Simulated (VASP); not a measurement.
# GaCo (Pm-3m) in VASP: electric field gradients with PBE

Aim: the electric field gradients of GaCo with PBE.

Everything below comes from runs of VASP 6.6.1. Logs are shortened: lines on timing, memory, paths and dates and some standing lists are left out, and cuts for length are marked.

## (1) The cell of the first run

Symmetry: Pm-3m, No. 221, cubic system. Conventional cell: a = 2.940 Å, b = 2.940 Å, c = 2.940 Å, α = 90.00°, β = 90.00°, γ = 90.00°. Within 3.4 Å of Ga (site symmetry m-3m) lie 8 Co at 2.55 Å and 6 Ga at 2.94 Å. Within 3.4 Å of Co (site symmetry m-3m) lie 8 Ga at 2.55 Å and 6 Co at 2.94 Å.

## (2) Electric field gradients, PBE, collinear spin, ferromagnetic start (12.70 Å³/atom)

INCAR

```
SYSTEM = GaCo
PREC = Accurate
ENCUT = 520
EDIFF = 1E-8
ISMEAR = -1
SIGMA = 0.03
LREAL = .FALSE.
LASPH = .TRUE.
NELM = 150
ALGO = Normal
ISIF = 2
LWAVE = .FALSE.
LCHARG = .FALSE.
ISPIN = 2
MAGMOM = 0 2
LORBIT = 11
LMAXMIX = 4
GGA = PE
LEFG = .TRUE.
NBANDS = 22
```

KPOINTS

```
Automatic mesh
0
G
  11 11 11
  0 0 0
```

POSCAR

```
GaCo
1.0
    2.9396457283      0.0000000000      0.0000000000
    0.0000000000      2.9396457283      0.0000000000
    0.0000000000      0.0000000000      2.9396457283
Ga Co
1 1
Direct
    0.5000000000      0.5000000000      0.5000000000
    0.0000000000      0.0000000000      0.0000000000
```

Potentials or basis: VASP PAW PBE potentials, release 64 (Ga_d, Co).

Launch:

```bash
$ cat potpaw_PBE.64/Ga_d/POTCAR potpaw_PBE.64/Co/POTCAR > POTCAR
$ mpirun -np 1 vasp_std > vasp.out
```

OUTCAR:

```text
SYSTEM = GaCo
   PREC = Accurate
   ENCUT = 520
   EDIFF = 1E-8
   ISMEAR = -1
   LREAL = .FALSE.
   LASPH = .TRUE.
   NELM = 150
   ISIF = 2
   ISPIN = 2
   LORBIT = 11
   GGA = PE

 ion  position               nearest neighbor table
   1  0.500  0.500  0.500-   2 2.55   2 2.55   2 2.55   2 2.55   2 2.55   2 2.55   2 2.55   2 2.55

   2  0.000  0.000  0.000-   1 2.55   1 2.55   1 2.55   1 2.55   1 2.55   1 2.55   1 2.55   1 2.55

  LATTYP: Found a simple cubic cell.
 ALAT       =     2.9396457283

  Lattice vectors:

 A1 = (   2.9396457283,   0.0000000000,   0.0000000000)
 A2 = (   0.0000000000,   2.9396457283,   0.0000000000)
 A3 = (   0.0000000000,   0.0000000000,   2.9396457283)

Analysis of symmetry for initial positions (statically):
=====================================================================
 Subroutine PRICEL returns:
 Original cell was already a primitive cell.

 Routine SETGRP: Setting up the symmetry group for a
 simple cubic supercell.

 Subroutine GETGRP returns: Found 48 space group operations
 (whereof 48 operations were pure point group operations)
 out of a pool of 48 trial point group operations.

The static configuration has the point symmetry O_h .

Analysis of symmetry for dynamics (positions and initial velocities):
=====================================================================
 Subroutine PRICEL returns:
 Original cell was already a primitive cell.

 Routine SETGRP: Setting up the symmetry group for a
 simple cubic supercell.

 Subroutine GETGRP returns: Found 48 space group operations
 (whereof 48 operations were pure point group operations)
 out of a pool of 48 trial point group operations.

The dynamic configuration has the point symmetry O_h .

Analysis of structural, dynamic, and magnetic symmetry:
=====================================================================
 Subroutine PRICEL returns:
 Original cell was already a primitive cell.

 Routine SETGRP: Setting up the symmetry group for a
 simple cubic supercell.

 Subroutine GETGRP returns: Found 48 space group operations
 (whereof 48 operations were pure point group operations)
 out of a pool of 48 trial point group operations.

The overall configuration has the point symmetry O_h .

 Subroutine INISYM returns: Found 48 space group operations
 (whereof 48 operations are pure point group operations),
 and found     1 'primitive' translations

----------------------------------------------------------------------------------------

                                     Primitive cell

  volume of cell :      25.4030

  direct lattice vectors                    reciprocal lattice vectors
     2.939645728  0.000000000  0.000000000     0.340177046  0.000000000  0.000000000
     0.000000000  2.939645728  0.000000000     0.000000000  0.340177046  0.000000000
     0.000000000  0.000000000  2.939645728     0.000000000  0.000000000  0.340177046

  length of vectors
     2.939645728  2.939645728  2.939645728     0.340177046  0.340177046  0.340177046

  position of ions in fractional coordinates (direct lattice)
     0.500000000  0.500000000  0.500000000
     0.000000000  0.000000000  0.000000000

  ion indices of the primitive-cell ions
   primitive index   ion index
                 1           1
                 2           2

----------------------------------------------------------------------------------------

 KPOINTS: Automatic mesh

Automatic generation of k-mesh.
 Grid dimensions read from file:
 generate k-points for:   11   11   11

[... 59 lines left out ...]
   LSORBIT =      F    spin-orbit coupling
   LASPH  =      T    aspherical Exc in radial PAW
   ENCUT  =  520.0 eV  38.22 Ry    6.18 a.u.   5.47  5.47  5.47*2*pi/ulx,y,z
   NELM   =    150;   NELMIN=  2; NELMDL= -5     # of ELM steps
   EDIFF  = 0.1E-07   stopping-criterion for ELM
   LREAL  =      F    real-space projection
   EDIFFG = 0.1E-06   stopping-criterion for IOM
   NSW    =      0    number of steps for IOM
   IBRION =     -1    ionic relax: 0-MD 1-quasi-New 2-CG
   NFREE  =      0    steps in history (QN), initial steepest desc. (CG)
   ISIF   =      2    stress and relaxation
   ISYM   =      2    0-nonsym 1-usesym 2-fastsym
   POTIM  = 0.5000    time-step for ionic-motion
   TEBEG  =    0.0;   TEEND  =   0.0 temperature during run
   PSTRESS=    0.0 pullay stress
   NELECT =      22.0000    total number of electrons
   NUPDOWN=      -1.0000    fix difference up-down
   EMIN   =  10.00;   EMAX   =-10.00  energy-range for DOS
   EFERMI =   0.00;   METHOD = LEGACY
   ISMEAR =    -1;   SIGMA  =   0.03  broadening in eV -4-tet -1-fermi 0-gaus
   EFERMI_NEDOS =   21; number of points for ismear=-14 and -15
   IALGO  =     38    algorithm
   IMIX   =      4    mixing-type and parameters
     AMIX     =   0.40;   BMIX     =  1.00
     AMIX_MAG =   1.60;   BMIX_MAG =  1.00
  volume/ion in A,a.u.               =      12.70        85.71
  Fermi-wavevector in a.u.,A,eV,Ry     =   1.560465  2.948851 33.130885  2.435051
  Thomas-Fermi vector in A             =   2.663673
   LORBIT       =     11    0 simple, 1 ext, 2 COOP (PROOUT), +10 PAW based schemes
   GGA     = PE    functional components
   LHFCALC =     F    Hartree Fock is set to
   AEXX    =    0.0000 exact exchange contribution
   IVDW    =     0    specifies the selected vdW correction
   LEPSILON=     F    determine dielectric tensor
   LRPA    =     F    only Hartree local field effects (RPA)
 spin polarized calculation
  energy-cutoff  :      520.00
  volume of cell :       25.40
 maximum number of plane-waves:       711
 NGX is ok and might be reduce to    24
   NGX = 11   NGY = 11   NGZ = 11

 number of electron      21.9999989 magnetization       0.2686173

 Free energy of the ion-electron system (eV)
  ---------------------------------------------------
  ext. energy  EPLUGINS =         0.00000000
  ---------------------------------------------------
  free energy    TOTEN  =       -10.43764162 eV

  energy without entropy =      -10.43369915  energy(sigma->0) =      -10.43567038

 E-fermi :   8.8580     XC(G=0): -12.8265

 val. band max:        8.8408937808   @ k =   0.4545   0.2727   0.0909
 cond. band min:       8.8708007331   @ k =   0.4545   0.4545   0.2727
 fundamental gap:      0.0299069523
 Fermi energy:         8.8580445866

 spin component 1

 k-point     1 :       0.0000    0.0000    0.0000
  band No.  band energies     occupation
      1      -6.1107      1.00000
      2      -6.1107      1.00000
      3      -5.8215      1.00000
      4      -5.8215      1.00000
      5      -5.8215      1.00000
      6      -2.5926      1.00000
[... 589 lines left out ...]
     21      28.9290      0.00000
     22      31.0195      0.00000

 [... further k-points ...]

 spin component 2

 k-point     1 :       0.0000    0.0000    0.0000
  band No.  band energies     occupation
      1      -6.1163      1.00000
      2      -6.1163      1.00000
      3      -5.8264      1.00000
      4      -5.8264      1.00000
      5      -5.8264      1.00000
      6      -2.6187      1.00000
[... 589 lines left out ...]
     21      28.9247      0.00000
     22      31.0150      0.00000

 [... further k-points ...]

------------------------ aborting loop because EDIFF is reached ----------------------------------------

  FORCE on cell =-STRESS in cart. coord.  units (eV):
  Direction    XX          YY          ZZ          XY          YZ          ZX
  --------------------------------------------------------------------------------------
  -------------------------------------------------------------------------------------
  Total       -1.3657425     -1.3657425     -1.3657425      0.0000000     -0.0000000      0.0000000
  in kB      -86.1379306    -86.1379306    -86.1379306      0.0000000     -0.0000000      0.0000000
  external PRESSURE =     -86.1379306 kB  Pullay stress =       0.0000000 kB

 VOLUME and BASIS-vectors are now :
 -----------------------------------------------------------------------------
  energy-cutoff  :      520.00
  volume of cell :       25.40
      direct lattice vectors                 reciprocal lattice vectors
     2.939645728  0.000000000  0.000000000     0.340177046  0.000000000  0.000000000
     0.000000000  2.939645728  0.000000000     0.000000000  0.340177046  0.000000000
     0.000000000  0.000000000  2.939645728     0.000000000  0.000000000  0.340177046

 POSITION                                       TOTAL-FORCE (eV/Angst)
 -----------------------------------------------------------------------------------
      1.46982      1.46982      1.46982         0.000000      0.000000      0.000000
      0.00000      0.00000      0.00000         0.000000      0.000000      0.000000
 -----------------------------------------------------------------------------------
    total drift:                                0.000000      0.000000     -0.000000

  FREE ENERGIE OF THE ION-ELECTRON SYSTEM (eV)
  ---------------------------------------------------
  free  energy   TOTEN  =       -10.4376416150 eV

  energy  without entropy=      -10.4336991462  energy(sigma->0) =      -10.43567038

 Electric field gradients (V/A^2)
---------------------------------------------------------------------
 ion       V_xx      V_yy      V_zz      V_xy      V_xz      V_yz
---------------------------------------------------------------------
   1      -0.000    -0.000    -0.000     0.000     0.000     0.000
   2      -0.000    -0.000     0.000    -0.000    -0.000     0.000
---------------------------------------------------------------------

 Electric field gradients after diagonalization (V/A^2)
 (convention: |V_zz| > |V_xx| > |V_yy|)
----------------------------------------------------------------------
 ion       V_xx      V_yy      V_zz     asymmetry (V_yy - V_xx)/ V_zz
----------------------------------------------------------------------
   1      -0.000    -0.000    -0.000      -0.029
   2      -0.000     0.000    -0.000      -1.325
----------------------------------------------------------------------

           NMR quadrupolar parameters

 Cq : quadrupolar parameter    Cq=e*Q*V_zz/h
 eta: asymmetry parameters     (V_yy - V_xx)/ V_zz
 Q  : nuclear electric quadrupole moment in mb (millibarn)
----------------------------------------------------------------------
 ion       Cq(MHz)       eta       Q (mb)
----------------------------------------------------------------------
   1      -0.000      -0.029       1.000
   2      -0.000      -1.325       1.000
----------------------------------------------------------------------

 total charge

# of ion       s       p       d       tot
------------------------------------------
    1        0.840   0.826  10.029  11.696
    2        0.370   0.404   7.467   8.241
--------------------------------------------------
tot          1.210   1.230  17.497  19.937

 magnetization (x)

# of ion       s       p       d       tot
------------------------------------------
    1       -0.003  -0.011  -0.005  -0.019
    2        0.002  -0.006   0.311   0.307
--------------------------------------------------
tot         -0.002  -0.017   0.306   0.288
```

Run time: 96 s. Hardware: 1 thread of Oxide Virtual Turin-like, shared host; peak memory 0.15 GiB.

What came out:

| Property | Result |
| --- | --- |
| Free energy | -10.4376 eV |
| Pressure | -8.6 GPa |
| Net moment | 0.27 μB per cell |
| Site moments | Ga -0.02; Co +0.31 μB |
| Largest electric field gradient by atom | under 0.05 V/Å² on every atom |
| Valence electrons inside the program's atomic spheres | Ga 11.70; Co 8.24 |

Caveat: the cell stands under tension.
